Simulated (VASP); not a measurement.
Set up this calculation in VASP 6.6.1, as the native input.

```yaml
Task: single point
Functional: r2SCAN
Potentials_or_basis: VASP PAW PBE potentials, release 64 (Cs_sv, Sn_d, I)
Cutoff: 520 eV
k_mesh: 4 × 4 × 4
Occupations: gaussian, width 0.05 eV
Spin: no spin polarisation
Dipole_correction: no
Further_INCAR_settings: ALGO = Normal; EDIFF = 1e-06; NBANDS = 30
```

CsSnI3:

```xyz
5
Lattice="6.2057 0.0000 0.0000 0.0000 6.2057 0.0000 0.0000 0.0000 6.2057" Properties=species:S:1:pos:R:3 pbc="T T T"
Cs    0.0000    0.0000    0.0000
Sn    3.1029    3.1029    3.1029
I     0.0000    3.1029    3.1029
I     3.1029    0.0000    3.1029
I     3.1029    3.1029    0.0000
```

The input as run:

POSCAR

```
CsSnI3
1.0
    6.2057000000      0.0000000000      0.0000000000
    0.0000000000      6.2057000000      0.0000000000
    0.0000000000      0.0000000000      6.2057000000
Cs Sn I
1 1 3
Direct
    0.0000000000      0.0000000000      0.0000000000
    0.5000000000      0.5000000000      0.5000000000
    0.0000000000      0.5000000000      0.5000000000
    0.5000000000      0.0000000000      0.5000000000
    0.5000000000      0.5000000000      0.0000000000
```

INCAR.step1

```
SYSTEM = CsSnI3
PREC     = Accurate       ! precision mode
ENCUT    = 520            ! plane-wave cutoff, eV
ISMEAR   = 0              ! smearing method
SIGMA    = 0.05           ! smearing width, eV
LREAL    = .FALSE.        ! projectors in reciprocal space
LASPH    = .TRUE.         ! aspherical terms in the spheres
NELM     = 60             ! most SCF steps
NBANDS   = 30             ! bands
GGA      = PE             ! functional
ALGO     = Normal         ! electronic algorithm
EDIFF    = 1E-4           ! SCF threshold, eV
LWAVE    = .TRUE.         ! write WAVECAR
LCHARG   = .FALSE.        ! write CHGCAR
```

INCAR.step2

```
SYSTEM = CsSnI3
PREC     = Accurate       ! precision mode
ENCUT    = 520            ! plane-wave cutoff, eV
EDIFF    = 1E-6           ! SCF threshold, eV
ISMEAR   = 0              ! smearing method
SIGMA    = 0.05           ! smearing width, eV
LREAL    = .FALSE.        ! projectors in reciprocal space
LASPH    = .TRUE.         ! aspherical terms in the spheres
NELM     = 60             ! most SCF steps
ALGO     = Normal         ! electronic algorithm
ISIF     = 2              ! what is computed and relaxed
LWAVE    = .FALSE.        ! write WAVECAR
LCHARG   = .FALSE.        ! write CHGCAR
METAGGA  = R2SCAN         ! meta-GGA
LMIXTAU  = .TRUE.       
NBANDS   = 30             ! bands
ISTART   = 1
```

KPOINTS

```
Automatic mesh
0
G
  4 4 4
  0 0 0
```

Potentials or basis: VASP PAW PBE potentials, release 64 (Cs_sv, Sn_d, I).

Command:

```console
$ cat potpaw_PBE.64/Cs_sv/POTCAR potpaw_PBE.64/Sn_d/POTCAR potpaw_PBE.64/I/POTCAR > POTCAR
$ cp INCAR.step1 INCAR
$ mpirun -np 1 vasp_std > vasp.out
$ cp INCAR.step2 INCAR
$ mpirun -np 1 vasp_std > vasp.out
```

It gave:

- Pressure: 0.3 GPa
- Band gap on the k mesh: 0.42 eV, direct

Caveat: the PAW data sets were made with another functional, which shifts forces and pressure a little; spin-orbit coupling is left out, which moves the levels of the heavy elements.

It took 4.5 min on 1 thread of Intel Xeon 6975P-C (shared host), peak memory 0.4 GiB.
